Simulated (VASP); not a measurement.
# Ta (Im-3m) in VASP: a series of runs

Ta is run at these levels: PBEsol, RPBE, revPBE, BLYP, PBE; tasks: single point.

Program: VASP 6.6.1. These are calculated values, not measurements. Logs are shortened: lines on timing, memory, paths and dates and some standing lists are left out, and cuts for length are marked.

### Step 1. The cell of the first run

The structure is cubic, space group Im-3m (No. 229). Conventional cell: a = 3.269 Å, b = 3.269 Å, c = 3.269 Å, α = 90.00°, β = 90.00°, γ = 90.00°. Ta (site symmetry m-3m) has 14 Ta at 2.83 to 3.27 Å within 3.7 Å.

### Step 2. Single point, PBEsol

INCAR

```
SYSTEM = Ta
ALGO = Normal
EDIFF = 1E-6
ENCUT = 520
GGA = PS
ISIF = 2
ISMEAR = -1
LASPH = .TRUE.
LCHARG = .FALSE.
LREAL = .FALSE.
LWAVE = .FALSE.
NBANDS = 12
NELM = 60
PREC = Accurate
SIGMA = 0.05
```

KPOINTS

```
k-points
0
G
  11 11 11
  0 0 0
```

POSCAR

```
Ta
1.0
   -1.6345814766      1.6345814766      1.6345814766
    1.6345814766     -1.6345814766      1.6345814766
    1.6345814766      1.6345814766     -1.6345814766
Ta
1
Direct
    0.0000000000      0.0000000000      0.0000000000
```

Potentials or basis: VASP PAW PBE potentials, release 64 (Ta_pv).

Launch:

```bash
cat potpaw_PBE.64/Ta_pv/POTCAR > POTCAR
mpirun -np 1 vasp_std > vasp.out
```

OUTCAR:

```text
SYSTEM = Ta
   EDIFF = 1E-6
   ENCUT = 520
   GGA = PS
   ISIF = 2
   ISMEAR = -1
   LASPH = .TRUE.
   LREAL = .FALSE.
   NELM = 60
   PREC = Accurate

 ion  position               nearest neighbor table
   1  0.000  0.000  0.000-

  LATTYP: Found a body centered cubic cell.
 ALAT       =     3.2691629532

  Lattice vectors:

 A1 = (  -1.6345814766,   1.6345814766,   1.6345814766)
 A2 = (   1.6345814766,  -1.6345814766,   1.6345814766)
 A3 = (   1.6345814766,   1.6345814766,  -1.6345814766)

Analysis of symmetry for initial positions (statically):
=====================================================================
 Subroutine PRICEL returns:
 Original cell was already a primitive cell.

 Routine SETGRP: Setting up the symmetry group for a
 body centered cubic supercell.

 Subroutine GETGRP returns: Found 48 space group operations
 (whereof 48 operations were pure point group operations)
 out of a pool of 48 trial point group operations.

The static configuration has the point symmetry O_h .

Analysis of symmetry for dynamics (positions and initial velocities):
=====================================================================
 Subroutine PRICEL returns:
 Original cell was already a primitive cell.

 Routine SETGRP: Setting up the symmetry group for a
 body centered cubic supercell.

 Subroutine GETGRP returns: Found 48 space group operations
 (whereof 48 operations were pure point group operations)
 out of a pool of 48 trial point group operations.

The dynamic configuration has the point symmetry O_h .

 Subroutine INISYM returns: Found 48 space group operations
 (whereof 48 operations are pure point group operations),
 and found     1 'primitive' translations

----------------------------------------------------------------------------------------

                                     Primitive cell

  volume of cell :      17.4695

  direct lattice vectors                    reciprocal lattice vectors
    -1.634581477  1.634581477  1.634581477     0.000000000  0.305888698  0.305888698
     1.634581477 -1.634581477  1.634581477     0.305888698  0.000000000  0.305888698
     1.634581477  1.634581477 -1.634581477     0.305888698  0.305888698  0.000000000

  length of vectors
     2.831178167  2.831178167  2.831178167     0.432591946  0.432591946  0.432591946

  position of ions in fractional coordinates (direct lattice)
     0.000000000  0.000000000  0.000000000

  ion indices of the primitive-cell ions
   primitive index   ion index
                 1           1

----------------------------------------------------------------------------------------

 KPOINTS: k-points

Automatic generation of k-mesh.
 Grid dimensions read from file:
 generate k-points for:   11   11   11

 Generating k-lattice:

  Cartesian coordinates                     Fractional coordinates (reciprocal lattice)
     0.000000000  0.027808063  0.027808063     0.090909091  0.000000000  0.000000000
     0.027808063  0.000000000  0.027808063     0.000000000  0.090909091  0.000000000
     0.027808063  0.027808063  0.000000000     0.000000000  0.000000000  0.090909091

  Length of vectors
     0.039326541  0.039326541  0.039326541

  Shift w.r.t. Gamma in fractional coordinates (k-lattice)
     0.000000000  0.000000000  0.000000000

 Subroutine IBZKPT returns following result:
 ===========================================

 Found     56 irreducible k-points:

 Following reciprocal coordinates:
            Coordinates               Weight
  0.000000  0.000000  0.000000      1.000000
  0.090909  0.000000  0.000000     12.000000
  0.181818  0.000000  0.000000     12.000000
  0.272727  0.000000  0.000000     12.000000
  0.363636  0.000000  0.000000     12.000000
  0.454545  0.000000  0.000000     12.000000
[... 16 lines left out ...]
  0.272727  0.181818  0.090909     48.000000
  0.363636  0.181818  0.090909     24.000000
 [... further k-points ...]
   k-points           NKPTS =     56   k-points in BZ     NKDIM =     56   number of bands    NBANDS=     12
   number of dos      NEDOS =    301   number of ions     NIONS =      1
   total plane-waves  NPLWV =  13824
   dimension x,y,z NGX =    24 NGY =   24 NGZ =   24
   dimension x,y,z NGXF=    48 NGYF=   48 NGZF=   48
   ions per type =               1
   NGX,Y,Z   is equivalent  to a cutoff of  14.09, 14.09, 14.09 a.u.
   NGXF,Y,Z  is equivalent  to a cutoff of  28.19, 28.19, 28.19 a.u.
 SYSTEM =  Ta
   PREC   = accura    normal or accurate (medium, high low for compatibility)
   ISTART =      0    job   : 0-new  1-cont  2-samecut
   ICHARG =      2    charge: 1-file 2-atom 10-const
   ISPIN  =      1    spin polarized calculation?
   LNONCOLLINEAR =      F non collinear calculations
   LSORBIT =      F    spin-orbit coupling
   LASPH  =      T    aspherical Exc in radial PAW
   ENCUT  =  520.0 eV  38.22 Ry    6.18 a.u.   5.26  5.26  5.26*2*pi/ulx,y,z
   NELM   =     60;   NELMIN=  2; NELMDL= -5     # of ELM steps
   EDIFF  = 0.1E-05   stopping-criterion for ELM
   LREAL  =      F    real-space projection
   EDIFFG = 0.1E-04   stopping-criterion for IOM
   NSW    =      0    number of steps for IOM
   IBRION =     -1    ionic relax: 0-MD 1-quasi-New 2-CG
   NFREE  =      0    steps in history (QN), initial steepest desc. (CG)
   ISIF   =      2    stress and relaxation
   ISYM   =      2    0-nonsym 1-usesym 2-fastsym
   POTIM  = 0.5000    time-step for ionic-motion
   TEBEG  =    0.0;   TEEND  =   0.0 temperature during run
   PSTRESS=    0.0 pullay stress
   NELECT =      11.0000    total number of electrons
   NUPDOWN=      -1.0000    fix difference up-down
   EMIN   =  10.00;   EMAX   =-10.00  energy-range for DOS
   EFERMI =   0.00;   METHOD = LEGACY
   ISMEAR =    -1;   SIGMA  =   0.05  broadening in eV -4-tet -1-fermi 0-gaus
   EFERMI_NEDOS =   21; number of points for ismear=-14 and -15
   IALGO  =     38    algorithm
   IMIX   =      4    mixing-type and parameters
     AMIX     =   0.40;   BMIX     =  1.00
     AMIX_MAG =   1.60;   BMIX_MAG =  1.00
  volume/ion in A,a.u.               =      17.47       117.89
  Fermi-wavevector in a.u.,A,eV,Ry     =   1.403177  2.651620 26.788592  1.968906
  Thomas-Fermi vector in A             =   2.525865
   LORBIT       =      0    0 simple, 1 ext, 2 COOP (PROOUT), +10 PAW based schemes
   GGA     = PS    functional components
   LHFCALC =     F    Hartree Fock is set to
   AEXX    =    0.0000 exact exchange contribution
   IVDW    =     0    specifies the selected vdW correction
   LEPSILON=     F    determine dielectric tensor
   LRPA    =     F    only Hartree local field effects (RPA)
 non-spin polarized calculation
  energy-cutoff  :      520.00
  volume of cell :       17.47
 maximum number of plane-waves:       478
 NGX is ok and might be reduce to    24
   NGX = 11   NGY = 11   NGZ = 11

 number of electron      11.0000001 magnetization

 Free energy of the ion-electron system (eV)
  ---------------------------------------------------
  ext. energy  EPLUGINS =         0.00000000
  ---------------------------------------------------
  free energy    TOTEN  =       -12.55999868 eV

  energy without entropy =      -12.55335333  energy(sigma->0) =      -12.55667601

 E-fermi :   5.5667     XC(G=0): -12.8855

 val. band max:        5.4701412716   @ k =  -0.4545  -0.4545   0.0909
 cond. band min:       5.6636301417   @ k =  -0.1818   0.2727   0.0909
 fundamental gap:      0.1934888701
 Fermi energy:         5.5666734401

 k-point     1 :       0.0000    0.0000    0.0000
  band No.  band energies     occupation
      1     -27.3331      2.00000
      2     -27.3331      2.00000
      3     -27.3331      2.00000
      4      -2.4766      2.00000
      5       6.2885      0.00000
      6       6.2885      0.00000
      7       6.2885      0.00000
      8       9.6689      0.00000
      9       9.6689      0.00000
     10      20.3356      0.00000
     11      20.7549      0.00000
     12      20.7549      0.00000

 k-point     2 :       0.0909    0.0000    0.0000
  band No.  band energies     occupation
      1     -27.4462      2.00000
      2     -27.3675      2.00000
      3     -27.3338      2.00000
      4      -2.0961      2.00000
      5       6.0441      0.00014
      6       6.2055      0.00001
      7       6.6651      0.00000
      8       9.3042      0.00000
      9       9.6714      0.00000
     10      20.3353      0.00000
     11      21.0880      0.00000
     12      21.4185      0.00000

 k-point     3 :       0.1818    0.0000    0.0000
  band No.  band energies     occupation
      1     -27.7406      2.00000
      2     -27.4590      2.00000
      3     -27.3357      2.00000
      4      -1.0728      2.00000
      5       5.4539      1.81029
      6       5.8148      0.01388
      7       7.7634      0.00000
      8       8.9433      0.00000
      9       9.7294      0.00000
     10      20.3333      0.00000
     11      21.5530      0.00000
     12      23.2517      0.00000
[... 286 lines left out ...]
 k-point    23 :       0.2727    0.1818    0.0909
  band No.  band energies     occupation
      1     -28.4064      2.00000
      2     -27.8408      2.00000
      3     -27.5399      2.00000
      4       2.6455      2.00000
      5       3.9743      2.00000
      6       4.9772      1.99998
      7      10.0421      0.00000
      8      10.6220      0.00000
      9      15.0944      0.00000
     10      16.3312      0.00000
     11      19.9419      0.00000
     12      20.3506      0.00000

 k-point    24 :       0.3636    0.1818    0.0909
  band No.  band energies     occupation
      1     -28.4099      2.00000
      2     -27.9274      2.00000
      3     -27.5488      2.00000
      4       2.6506      2.00000
      5       3.9131      2.00000
      6       5.6659      0.24171
      7      10.1335      0.00000
      8      10.7330      0.00000
      9      15.0172      0.00000
     10      16.0736      0.00000
     11      19.3002      0.00000
     12      20.3478      0.00000

 [... further k-points ...]
[... 5 lines left out ...]
  --------------------------------------------------------------------------------------
  -------------------------------------------------------------------------------------
  Total        0.2396511      0.2396511      0.2396511      0.0000000      0.0000000     -0.0000000
  in kB       21.9791210     21.9791210     21.9791210      0.0000000      0.0000000     -0.0000000
  external PRESSURE =      21.9791210 kB  Pullay stress =       0.0000000 kB

 VOLUME and BASIS-vectors are now :
 -----------------------------------------------------------------------------
  energy-cutoff  :      520.00
  volume of cell :       17.47
      direct lattice vectors                 reciprocal lattice vectors
    -1.634581477  1.634581477  1.634581477     0.000000000  0.305888698  0.305888698
     1.634581477 -1.634581477  1.634581477     0.305888698  0.000000000  0.305888698
     1.634581477  1.634581477 -1.634581477     0.305888698  0.305888698  0.000000000

 POSITION                                       TOTAL-FORCE (eV/Angst)
 -----------------------------------------------------------------------------------
      0.00000      0.00000      0.00000         0.000000      0.000000     -0.000000
 -----------------------------------------------------------------------------------
    total drift:                               -0.000000      0.000000      0.000000

  FREE ENERGIE OF THE ION-ELECTRON SYSTEM (eV)
  ---------------------------------------------------
  free  energy   TOTEN  =       -12.5599986818 eV

  energy  without entropy=      -12.5533533334  energy(sigma->0) =      -12.55667601
```

It took 23 s on 1 thread of AMD EPYC 7R13, shared host; peak memory 0.11 GiB.

Results:

* Free energy: -12.5600 eV
* Pressure: 2.2 GPa

Caveat: the PAW data sets were made with another functional, which shifts forces and pressure a little; spin-orbit coupling is left out, which moves the levels of the heavy elements.

### Step 3. Single point, RPBE

This run uses another cell than the first one, of 18.58 Å³/atom, 1.063 times its volume.

INCAR

```
ALGO = Fast ; EDIFF = 1E-6
ENCUT = 520 ; GGA = RP
ISIF = 2 ; ISMEAR = -1
LASPH = T ; LCHARG = F
LREAL = F ; LWAVE = F
NBANDS = 12 ; NELM = 100
PREC = Accurate ; SIGMA = 0.05
```

KPOINTS

```
k-points
0
Gamma
  11 11 11
```

POSCAR

```
Ta
1.0
   -1.6683912787      1.6683912787      1.6683912787
    1.6683912787     -1.6683912787      1.6683912787
    1.6683912787      1.6683912787     -1.6683912787
Ta
1
Direct
    0.0000000000      0.0000000000      0.0000000000
```

Potentials or basis: VASP PAW PBE potentials, release 64 (Ta_pv).

Launch:

```bash
cat potpaw_PBE.64/Ta_pv/POTCAR > POTCAR
mpirun -np 1 vasp_std > vasp.out
```

Run time: 30 s. Hardware: 1 thread of AMD EPYC 7R13, shared host; peak memory 0.11 GiB.

Results (log left out):

```
Free energy : -11.3209 eV
Pressure    : 0.0 GPa
```

Levels at points of the mesh, in eV from the Fermi level:
```csv
k point,band 3,band 4,band 5,band 6,band 7,band 8
"(0.00, 0.00, 0.00)",-33.21,-7.78,0.76,0.76,0.76,3.93
```

Caveat: the PAW data sets were made with another functional, which shifts forces and pressure a little; spin-orbit coupling is left out, which moves the levels of the heavy elements.

(Part 1 of 2 ends here.)
